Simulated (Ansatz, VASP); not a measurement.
**One calculation of TlB2, two programs**

```xyz
3
Lattice="-1.4099 1.4099 5.3265 1.4099 -1.4099 5.3265 1.4099 1.4099 -5.3265" Properties=species:S:1:pos:R:3 pbc="T T T"
Tl    0.0000    0.0000    0.0000
B     0.0000    0.0000    8.0408
B     0.0000    0.0000    2.6121
```

Alike in both runs: functional PBE; k mesh 8 × 8 × 8; occupations gaussian, width 0.1 eV; no spin polarisation.

Ansatz relaxed the structure, and its values are those at the end. VASP's run is a single point on that final structure, the one shown.

|  | VASP | Ansatz |
| --- | --- | --- |
| version | VASP 6.6.1 | Ansatz 0.2.0 |
| potentials or method | VASP PAW PBE potentials, release 64 (Tl_d, B), cutoff 520 eV | scalar-relativistic, plane waves, PAW |
| valence electrons in the cell | 19 | 19 |

|  | VASP | Ansatz | Ansatz less VASP |
| --- | --- | --- | --- |
| gap on the k mesh at the Fermi level (eV) | none | none | - |
| pressure (GPa) | 0.1 | 0.2 | +0.04 |
| rms of the force components (eV/Å) | 0.013 | 0.013 | +0.0007 |

A gap of «none» marks a metal or a gap that the smearing closes. The functional is the same, so the differences come from potentials, cutoffs and numerics.

The k mesh is coarse, so the values compare programs but aren't converged. Spin-orbit coupling is off throughout.
